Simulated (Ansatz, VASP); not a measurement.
## Two plane-wave programs on BaTe

```
Ba Te
1.0
     0.00000    3.45951    3.45951
     3.45951    0.00000    3.45951
     3.45951    3.45951    0.00000
Ba Te
1 1
Direct
  0.00000 0.00000 0.00000
  0.50000 0.50000 0.50000
```

Alike in both runs: task relaxation of the atoms; functional r2SCAN; k mesh 8 × 8 × 8; occupations fermi-dirac, width 0.02 eV; no spin polarisation.

```csv
,VASP,Ansatz
version,VASP 6.6.1,Ansatz 0.2.0
potentials or method,"VASP PAW PBE potentials, release 64 (Ba_sv, Te), cutoff 520 eV",PAW plane waves
valence electrons in the cell,16,26
```

|  | VASP | Ansatz | Ansatz less VASP |
| --- | --- | --- | --- |
| gap on the k mesh at the Fermi level, each at its own relaxed structure (eV) | 1.79 | 1.88 | +0.085 |

VASP's potentials were made for PBE, not for r2SCAN. VASP's potentials hold 16 valence electrons a cell and Ansatz's 26, so a difference there can come from the potentials and not from the codes. Ansatz's warnings: stress scf threshold loose.

Spin-orbit coupling is off throughout. Noted on VASP's run: the relaxation stopped at its first step, so nothing moved.
